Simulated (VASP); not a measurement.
Set up this calculation in VASP 6.6.1, as the native input.

```
Task                   : single point
Functional             : PBE
Potentials or basis    : VASP PAW PBE potentials, release 64 (Zr_sv, Bi_d, N)
Cutoff                 : 520 eV
k mesh                 : 6 × 6 × 2
Occupations            : gaussian, width 0.1 eV
Spin                   : no spin polarisation
Dipole correction      : no
Further INCAR settings : ALGO = Normal; EDIFF = 1e-06; NBANDS = 32
```

The structure of Zr2BiN2 lies in POSCAR:

```
Zr2BiN2
1.0
    3.6996463800      0.0000000000      0.0000000000
   -1.8498231900      3.2039877500      0.0000000000
    0.0000000000      0.0000000000      7.4868975700
Zr Bi N
2 1 2
Direct
    0.6666666700      0.3333333300      0.0000000000
    0.0000000000      0.0000000000      0.0000000000
    0.0000000000      0.0000000000      0.5000000000
    0.3333333300      0.6666666700      0.2054603200
    0.3333333300      0.6666666700      0.7945396800
```

The input as run:

INCAR

```
SYSTEM = Zr2BiN2
PREC = Accurate ; ENCUT = 520
EDIFF = 1E-6 ; ISMEAR = 0
SIGMA = 0.1 ; LREAL = .FALSE.
LASPH = .TRUE. ; NELM = 60
ALGO = Normal ; ISIF = 2
LWAVE = .FALSE. ; LCHARG = .TRUE.
GGA = PE ; LELF = .TRUE.
LVHAR = .TRUE. ; NBANDS = 32
```

KPOINTS

```
Automatic mesh
0
G
  6 6 2
  0 0 0
```

Potentials or basis: VASP PAW PBE potentials, release 64 (Zr_sv, Bi_d, N).

Run with:

```console
$ cat potpaw_PBE.64/Zr_sv/POTCAR potpaw_PBE.64/Bi_d/POTCAR potpaw_PBE.64/N/POTCAR > POTCAR
$ mpirun -np 1 vasp_std > vasp.out
```

Results of the run:

```json
{
 "Pressure": "18.7 GPa",
 "Largest force": "1.512 eV/Å"
}
```

Caveat: the k points lie up to 0.42 Å⁻¹ apart; forces of over 1 eV/Å act on the atoms, so gaps and moduli don't describe the material at rest.

Wall time 32 s on 1 thread of Intel(R) Xeon(R) 6975P-C (Granite Rapids), with other jobs on the host, peak memory 0.2 GiB.
